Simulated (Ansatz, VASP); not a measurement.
# Cu in VASP and in Ansatz

```xyz
4
Lattice="2.5804 0.0000 0.0000 -1.2902 2.2347 0.0000 0.0000 0.0000 8.4239" Properties=species:S:1:pos:R:3 pbc="T T T"
Cu    1.2902    0.7449    6.3179
Cu    0.0000    0.0000    4.2119
Cu    0.0000    1.4898    2.1060
Cu    0.0000    0.0000    0.0000
```

Alike in both runs: task single point; functional LDA; k mesh 12 × 12 × 4; occupations fermi-dirac, width 0.05 eV; no spin polarisation.

|  | VASP | Ansatz |
| --- | --- | --- |
| version | VASP 6.6.1 | Ansatz 0.2.0 |
| potentials or method | VASP PAW LDA potentials, release 64 (Cu) | Ansatz PAW |
| plane-wave cutoff (eV) | 520 | 420 |
| valence electrons in the cell | 44 | 76 |

Ansatz gave:

| Quantity | Value |
| --- | --- |
| gap on the k mesh at the Fermi level (eV) | none |
| pressure (GPa) | -15.5 |
| traceless stress, the component that is largest in VASP (GPa) | -0.39 |

**Question.** Estimate VASP's values.

**Answer.** gap on the k mesh at the Fermi level (eV): none; pressure (GPa): -14.7; traceless stress, the component that is largest in VASP (GPa): -0.46.

LDA's correlation is that of Perdew and Zunger in VASP and of Perdew and Wang (1992) in Ansatz. A gap of «none» marks a metal or a gap that the smearing closes. VASP's potentials hold 44 valence electrons a cell and Ansatz's 76, so a difference there can come from the potentials and not from the codes.
